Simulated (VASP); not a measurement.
Wanted: the native input for a VASP 6.6.1 run.

- Task: relaxation of cell and atoms
- Functional: RPBE
- Dispersion: D3(BJ)
- Potentials or basis: VASP PAW PBE potentials, release 64 (In_d, As)
- Cutoff: 600 eV
- k mesh: 8 × 8 × 8
- Occupations: fermi-dirac, width 0.05 eV
- Spin: no spin polarisation
- Dipole correction: no
- Further INCAR settings: ALGO = Normal; EDIFF = 1e-07; IBRION = 2; EDIFFG = -0.01; NSW = 60; ISIF = 3

The structure of InAs lies in POSCAR:

```
InAs
1.0
    0.0000000000      3.0180000000      3.0180000000
    3.0180000000      0.0000000000      3.0180000000
    3.0180000000      3.0180000000      0.0000000000
In As
1 1
Direct
    0.0000000000      0.0000000000      0.0000000000
    0.7500000000      0.7500000000      0.7500000000
```

One way to write it, as run:

INCAR

```
ALGO     = Normal         # electronic algorithm
EDIFF    = 1E-7           # SCF threshold, eV
EDIFFG   = -0.01          # ionic threshold
ENCUT    = 600            # plane-wave cutoff, eV
GGA      = RP             # functional
IBRION   = 2              # ionic algorithm
ISIF     = 3              # what is computed and relaxed
ISMEAR   = -1             # smearing method
IVDW     = 12             # dispersion correction
LASPH    = T              # aspherical terms in the spheres
LCHARG   = F              # write CHGCAR
LREAL    = F              # projectors in reciprocal space
LWAVE    = F              # write WAVECAR
NELM     = 60             # most SCF steps
NSW      = 60             # ionic steps
PREC     = Accurate       # precision mode
SIGMA    = 0.05           # smearing width, eV
```

KPOINTS

```
k-points
0
Gamma
  8 8 8
```

Potentials or basis: VASP PAW PBE potentials, release 64 (In_d, As).

Command:

```console
$ cat potpaw_PBE.64/In_d/POTCAR potpaw_PBE.64/As/POTCAR > POTCAR
$ mpirun -np 1 vasp_std > vasp.out
```

Results of the run:

The relaxed volume is 25.76 Å³/atom, the relaxed cell is a = 4.177 Å, b = 4.177 Å, c = 4.177 Å, α = 60.00°, β = 60.00°, γ = 60.00° and the space group after relaxing (to 0.1 Å) is F-43m (No. 216). The energy gained by relaxing is 22.0 meV/atom. The ionic steps are 3. The pressure after relaxing is 0.0 GPa. The band gap on the k mesh is 0.29 eV. The dispersion energy per atom is -1.631 eV.

Caveat: the PAW data sets were made with another functional, which shifts forces and pressure a little; spin-orbit coupling is left out, which moves the levels of the heavy elements.

Run time: 2 min on 1 thread of Intel Xeon 8259CL, on a shared host, peak memory 0.24 GiB.
